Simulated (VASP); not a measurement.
Here is a VASP 6.6.1 calculation.

Contents of INCAR:

```
PREC = Accurate
ENCUT = 520
EDIFF = 1E-6
ISMEAR = 0
SIGMA = 0.05
LREAL = F
LASPH = T
NELM = 100
ALGO = Normal
ISIF = 2
LWAVE = F
LCHARG = T
GGA = PS
LELF = T
LVHAR = T
NBANDS = 20
```

Contents of KPOINTS:

```
Automatic mesh
0
Gamma
  12 12 12
```

File POSCAR:

```
WS2
1.0
    1.5790003843      0.9116362969      6.4098632000
   -1.5790003843      0.9116362969      6.4098632000
    0.0000000000     -1.8232725938      6.4098632000
W S
1 2
Direct
    0.0000000000      0.0000000000      0.0000000000
    0.7503000000      0.7503000000      0.7503000000
    0.5810000000      0.5810000000      0.5810000000
```

Potentials or basis: VASP PAW PBE potentials, release 64 (W_sv, S).

The run is started by

```sh
$ cat potpaw_PBE.64/W_sv/POTCAR potpaw_PBE.64/S/POTCAR > POTCAR
$ mpirun -np 1 vasp_std > vasp.out
```

(1) Estimate the largest force.

(2) What does it give for the band gap on the k mesh?

Answers

(1) 1.455 eV/Å.

(2) 1.13 eV (least direct gap 2.04 eV).

Caveat: the cell differs from its parent crystal (strain +0.000 along x and y, +0.040 along z); the cell stands under tension; the PAW data sets were made with another functional, which shifts forces and pressure a little; spin-orbit coupling is left out, which moves the levels of the heavy elements.
